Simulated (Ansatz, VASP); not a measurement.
## One calculation of Mg, two programs

```
CELL_PARAMETERS angstrom
3.09227 0.00000 0.00000
-1.26811 2.82029 0.00000
-0.91208 -1.41014 2.59648
ATOMIC_POSITIONS crystal
Mg 0.00000 0.00000 0.00000
```

Alike in both runs: task single point; functional RPBE; k mesh 11 × 11 × 11; occupations gaussian, width 0.02 eV; no spin polarisation.

```csv
,VASP,Ansatz
version,VASP 6.6.1,Ansatz 0.2.0
potentials or method,"VASP PAW PBE potentials, release 64 (Mg), cutoff 520 eV","all-electron LAPW, scalar-relativistic"
```

Ansatz gave:

```
gap on the k mesh at the Fermi level (eV)                     : none
pressure (GPa)                                                : 1.7
traceless stress, the component that is largest in VASP (GPa) : 0.39
```

Task: Estimate VASP's values.

Result: gap on the k mesh at the Fermi level (eV): none; pressure (GPa): 1.6; traceless stress, the component that is largest in VASP (GPa): 0.39.

VASP's potentials were made for PBE, not for RPBE. A gap of «none» marks a metal or a gap that the smearing closes. Ansatz ran all-electron here, and VASP with PAW potentials.
